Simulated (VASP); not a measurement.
PbO2: single point with PBE

Crystal: PbO2.

```
CELL_PARAMETERS angstrom
5.15769 0.00000 0.00000
0.00000 5.06241 0.00000
0.00000 0.00000 3.43026
ATOMIC_POSITIONS crystal
Pb 0.00000 0.00000 0.00000
Pb 0.50000 0.50000 0.50000
O 0.30792 0.30792 0.00000
O 0.19208 0.80792 0.50000
O 0.69208 0.69208 0.00000
O 0.80792 0.19208 0.50000
```

This cell differs from its parent crystal: uniaxial strain along a: +1.5 %.

* Program: VASP 6.6.1
* Task: single point
* Functional: PBE
* Potentials or basis: VASP PAW PBE potentials, release 64 (Pb_d, O)
* Cutoff: 520 eV
* k mesh: 8 × 8 × 10
* Occupations: gaussian, width 0.1 eV
* Spin: no spin polarisation
* Dipole correction: no
* Further INCAR settings: ALGO = Normal; EDIFF = 1e-06; NBANDS = 35

```
Pressure               : -0.4 GPa
Largest force          : 0.012 eV/Å
Band gap on the k mesh : 0.01 eV (least direct gap 0.02 eV)
```

Forces in eV/Å, atoms in the order of the input:
```
Pb   0.000  0.000  0.000
Pb   0.000  0.000  0.000
O    0.012  0.003  0.000
O   -0.012  0.003  0.000
O   -0.012 -0.003  0.000
O    0.012 -0.003  0.000
```

Stress tensor (GPa, compression positive):
```
-1.04  0.00  0.00
 0.00 -0.32  0.00
 0.00  0.00  0.11
```

Levels at points of the mesh, in eV from the valence-band top:
```tsv
k point	band 23	band 24	band 25	band 26	band 27	band 28	band 29	band 30
(0.00, 0.00, 0.00)	-0.63	-0.59	-0.58	-0.51	0.10	3.87	5.74	5.80
(0.50, 0.00, 0.00)	-0.63	-0.63	-0.33	-0.33	2.02	2.02	6.37	6.37
(0.00, 0.50, 0.00)	-0.64	-0.64	-0.37	-0.37	2.04	2.04	6.36	6.36
(0.50, 0.50, 0.00)	-0.66	-0.66	-0.45	-0.45	2.44	2.44	6.53	6.53
(0.00, 0.00, 0.50)	-0.99	-0.99	-0.71	-0.71	3.34	3.34	8.53	8.53
(0.50, 0.00, 0.50)	-0.71	-0.71	-0.29	-0.29	3.61	3.61	6.94	6.94
(0.00, 0.50, 0.50)	-0.67	-0.67	-0.27	-0.27	3.61	3.61	6.94	6.94
(0.50, 0.50, 0.50)	-0.61	-0.61	-0.48	-0.48	2.50	2.50	8.08	8.08
```

Run time: 9.8 min on 1 thread of Intel Xeon 8259CL, with other jobs on the host, peak memory 0.46 GiB.

Caveat: the cell differs from its parent crystal (uniaxial strain along a: +1.5 %); the smearing spreads over this small gap; spin-orbit coupling is left out, which moves the levels of the heavy elements. A k mesh can miss the band edges.
